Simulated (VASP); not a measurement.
Wanted: the native input for a VASP 6.6.1 run.

| Quantity | Value |
| --- | --- |
| Task | single point |
| Functional | PBE |
| Dispersion | D3(BJ) |
| Potentials or basis | VASP PAW PBE potentials, release 64 (Te, Mo_sv) |
| Cutoff | 500 eV |
| k mesh | 3 × 6 × 2 |
| Occupations | fermi-dirac, width 0.05 eV |
| Spin | no spin polarisation |
| Dipole correction | no |
| Further INCAR settings | ALGO = Normal; EDIFF = 1e-06; NBANDS = 64 |

The structure of Te2Mo lies in POSCAR:

```
Te2Mo
1.0
    6.3403745302      0.0000000000     -0.0218590994
    0.0000000000      3.4659193046      0.0000000000
   -0.9960967551      0.0000000000     13.2592508063
Te Mo
8 4
Direct
    0.9480842254      0.7500000000      0.6072808572
    0.0519157746      0.2500000000      0.3927191428
    0.9002345526      0.2500000000      0.8446727286
    0.0997654474      0.7500000000      0.1553272714
    0.4097300434      0.7500000000      0.8929586262
    0.5902699566      0.2500000000      0.1070413738
    0.4444466460      0.2500000000      0.6546934359
    0.5555533540      0.7500000000      0.3453065641
    0.8172834075      0.7500000000      0.9924256319
    0.1827165925      0.2500000000      0.0075743681
    0.6807010227      0.2500000000      0.4939059786
    0.3192989773      0.7500000000      0.5060940214
```

The input as run:

INCAR

```
ALGO = Normal ; EDIFF = 1E-6
ENCUT = 500 ; GGA = PE
GGA_COMPAT = F ; ISIF = 2
ISMEAR = -1 ; IVDW = 12
LASPH = T ; LCHARG = F
LREAL = F ; LWAVE = F
NBANDS = 64 ; NELM = 120
PREC = Accurate ; SIGMA = 0.05
```

KPOINTS

```
k-points
0
Gamma
  3 6 2
```

Potentials or basis: VASP PAW PBE potentials, release 64 (Te, Mo_sv).

Run with:

```bash
$ cat potpaw_PBE.64/Te/POTCAR potpaw_PBE.64/Mo_sv/POTCAR > POTCAR
$ mpirun -np 1 vasp_std > vasp.out
```

It gave:

The pressure is 0.0 GPa, the largest force is 0.015 eV/Å and the band gap on the k mesh is zero (bands 52 and 53 overlap by 0.37 eV). The dispersion energy per atom is -0.552 eV.

Caveat: spin-orbit coupling is left out, which moves the levels of the heavy elements.

Wall time 9.8 min on 1 thread of AMD EPYC 7R13, with other jobs on the host, peak memory 0.42 GiB.
